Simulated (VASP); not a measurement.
## Ag: single point with PBEsol

Ag:

```xyz
1
Lattice="0.0000 2.0101 2.1106 2.0101 0.0000 2.1106 2.0101 2.0101 0.0000" Properties=species:S:1:pos:R:3 pbc="T T T"
Ag    0.0000    0.0000    0.0000
```

This cell differs from its parent crystal: ratio of the length along z to the lengths across it x 1.05, volume and fractional coordinates fixed.

```yaml
Program: VASP 6.6.1
Task: single point
Functional: PBEsol
Potentials_or_basis: VASP PAW PBE potentials, release 64 (Ag)
Cutoff: 520 eV
k_mesh: 22 × 22 × 22
Occupations: gaussian, width 0.15 eV
Spin: no spin polarisation
```

```yaml
Pressure: -2.7 GPa
Band_gap_on_the_k_mesh: zero (an odd number of electrons rules out a gap without spin polarisation)
```

Stress tensor (GPa, compression positive):
```
-1.89  0.00  0.00
 0.00 -1.89  0.00
 0.00  0.00 -4.19
```

Levels at points of the mesh, in eV from the Fermi level:
```csv
k point,band 4,band 5,band 6,band 7,band 8,band 9
"(0.00, 0.00, 0.00)",-4.67,-3.91,-3.58,16.01,19.12,19.76
"(0.50, 0.00, 0.00)",-3.00,-2.87,-0.46,3.58,15.02,17.45
"(0.50, 0.50, 0.00)",-2.75,-2.75,1.00,5.91,11.18,11.18
"(0.50, 0.00, 0.50)",-2.85,-2.60,1.82,7.11,10.29,10.34
```

Run time: 2.4 min on 1 thread of Intel Xeon 8259CL (shared host), peak memory 0.28 GiB.

Caveat: the PAW data sets were made with another functional, which shifts forces and pressure a little.
